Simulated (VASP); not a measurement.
BeS5:

```
Be S
1.0
     0.00000    3.69386    3.69386
     3.69386    0.00000    3.69386
     3.69386    3.69386    0.00000
Be S
1 5
Direct
  0.00000 0.00000 0.00000
  0.62488 0.62488 0.62488
  0.12536 0.62488 0.62488
  0.62488 0.62488 0.12536
  0.62488 0.12536 0.62488
  0.25000 0.25000 0.25000
```

The cell was built from a structure type or drawn by symmetry, and may not be a known phase.

| Item | Value |
| --- | --- |
| Program | VASP 6.6.1 |
| Task | relaxation of cell and atoms |
| Functional | PBE |
| Potentials or basis | VASP PAW PBE potentials, release 64 (Be, S) |
| Cutoff | 600 eV |
| k mesh | 10 × 10 × 10 |
| Occupations | gaussian, width 0.1 eV |
| Spin | no spin polarisation |

At the start: pressure -2.1 GPa; volume 16.80 Å³/atom.

How do energy, volume and symmetry change on relaxing?

Over 7 steps the energy falls by 3.7 meV/atom and the volume is 16.26 Å³/atom (-3.2 %); space group F-43m (No. 216, to 0.1 Å) before and after.

The path:
| step | energy change (eV) | largest force (eV/Å) | pressure (GPa) | volume (Å³) |
| --- | --- | --- | --- | --- |
| 1 | 0.0000 | 0.0152 | -2.05 | 100.80 |
| 2 | -0.0212 | 0.0182 | -0.06 | 97.70 |
| 3 | -0.0212 | 0.0182 | -0.03 | 97.61 |
| 4 | -0.0213 | 0.0172 | -0.02 | 97.60 |
| 5 | -0.0214 | 0.0158 | -0.01 | 97.60 |
| 6 | -0.0217 | 0.0124 | 0.00 | 97.59 |
| 7 | -0.0222 | 0.0082 | 0.04 | 97.58 |

Final structure:
```cif
data_structure
_symmetry_space_group_name_H-M 'P 1'
_symmetry_Int_Tables_number 1
_cell_length_a 5.1676
_cell_length_b 5.1676
_cell_length_c 5.1676
_cell_angle_alpha 60.000
_cell_angle_beta 60.000
_cell_angle_gamma 60.000
_cell_volume 97.58
loop_
_atom_site_label
_atom_site_type_symbol
_atom_site_fract_x
_atom_site_fract_y
_atom_site_fract_z
_atom_site_occupancy
Be1 Be 0.00000 0.00000 0.00000 1
S1 S 0.62646 0.62646 0.62646 1
S2 S 0.12063 0.62646 0.62646 1
S3 S 0.62646 0.62646 0.12063 1
S4 S 0.62646 0.12063 0.62646 1
S5 S 0.25000 0.25000 0.25000 1
```
